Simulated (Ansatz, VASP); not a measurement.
# HfB2: VASP beside Ansatz

```
CELL_PARAMETERS angstrom
3.14000 0.00000 0.00000
-1.57000 2.71932 0.00000
0.00000 0.00000 3.48000
ATOMIC_POSITIONS crystal
Hf 0.00000 0.00000 0.00000
B 0.33333 0.66667 0.50000
B 0.66667 0.33333 0.50000
```

Alike in both runs: task relaxation of cell and atoms; functional PBE; dispersion D3(BJ); k mesh 12 × 12 × 10; no spin polarisation.

|  | VASP | Ansatz |
| --- | --- | --- |
| version | VASP 6.6.1 | Ansatz 0.2.0 |
| potentials or method | VASP PAW PBE potentials, release 64 (Hf_pv, B), cutoff 600 eV | plane waves, PAW |
| occupations | fermi-dirac, width 0.1 eV | fermi-dirac |
| valence electrons in the cell | 16 | 32 |

VASP gave:

* relaxed volume (Å³/atom): 9.71
* relaxed cell length with the largest relative difference (Å): 3.119

Task: What did Ansatz give for the same quantities?

Result: Relaxed volume (Å³/atom): 9.72; relaxed cell length with the largest relative difference (Å): 3.122.

VASP's potentials hold 16 valence electrons a cell and Ansatz's 32, so a difference there can come from the potentials and not from the codes.

Spin-orbit coupling is off throughout.
